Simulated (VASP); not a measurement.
Crystal: Na2Li2ZrP2.

```
Na Li Zr P
1.0
    -1.86061    1.86061    7.33844
     1.86061   -1.86061    7.33844
     1.86061    1.86061   -7.33844
Na Li Zr P
2 2 1 2
Direct
  0.39635 0.39635 0.00000
  0.60365 0.60365 0.00000
  0.00000 0.50000 0.50000
  0.50000 0.00000 0.50000
  0.00000 0.00000 0.00000
  0.18238 0.18238 0.00000
  0.81762 0.81762 0.00000
```

The cell was generated, and may not be a known phase.

| Item | Value |
| --- | --- |
| Program | VASP 6.6.1 |
| Task | relaxation of cell and atoms |
| Functional | PBE |
| Potentials or basis | VASP PAW PBE potentials, release 64 (Na_pv, Li_sv, Zr_sv, P) |
| Cutoff | 600 eV |
| k mesh | 6 × 6 × 6 |
| Occupations | gaussian, width 0.2 eV |
| Spin | no spin polarisation |

At the start: pressure 29.4 GPa; volume 14.52 Å³/atom.

Question: Where does the relaxation end?

Answer: Over 19 steps the energy falls by 1506.4 meV/atom and the volume is 29.28 Å³/atom (+101.7 %); space group I4/mmm (No. 139, to 0.1 Å) before and after.

Step by step:
```csv
step,energy change (eV),largest force (eV/Å),pressure (GPa),volume (Å³)
1,0.0000,3.3981,29.44,101.62
2,-7.6974,1.9828,4.96,144.44
3,-9.3251,2.1716,-0.71,174.62
4,-9.3829,2.2386,-3.58,242.95
5,-9.6850,2.2484,-2.91,208.65
6,-9.6841,2.2412,-2.72,202.87
7,-9.9247,1.0815,2.47,192.69
8,-10.1152,0.6997,0.04,196.50
9,-10.1158,0.6267,0.14,196.31
10,-10.2057,0.3384,0.19,196.56
11,-10.3378,0.5311,0.68,197.02
12,-10.3884,0.4471,-0.33,199.84
13,-10.3886,0.4471,-0.38,199.98
14,-10.4129,0.4160,-0.32,199.66
15,-10.4685,0.3232,-0.13,198.65
16,-10.4988,0.1447,0.36,196.46
17,-10.5239,0.5216,0.75,199.95
18,-10.5246,0.4498,0.69,199.47
19,-10.5451,0.0615,-0.04,204.97
```

Final structure:
```
CELL_PARAMETERS angstrom
-2.57309 2.57309 7.73946
2.57309 -2.57309 7.73946
2.57309 2.57309 -7.73946
ATOMIC_POSITIONS crystal
Na 0.33900 0.33900 0.00000
Na 0.66100 0.66100 0.00000
Li 0.00000 0.50000 0.50000
Li 0.50000 0.00000 0.50000
Zr 0.00000 0.00000 0.00000
P 0.15210 0.15210 0.00000
P 0.84791 0.84791 0.00000
```

Caveat: the cutoff is under 1.25 times the usual one of these potentials, so pressure, stress and relaxed cells hold a basis-set (Pulay) error; the volume moved by over 15 % at a fixed basis, so the end points are rough; the relaxation stopped at a loose force limit of 0.08 eV/Å, so its end isn't a converged minimum.
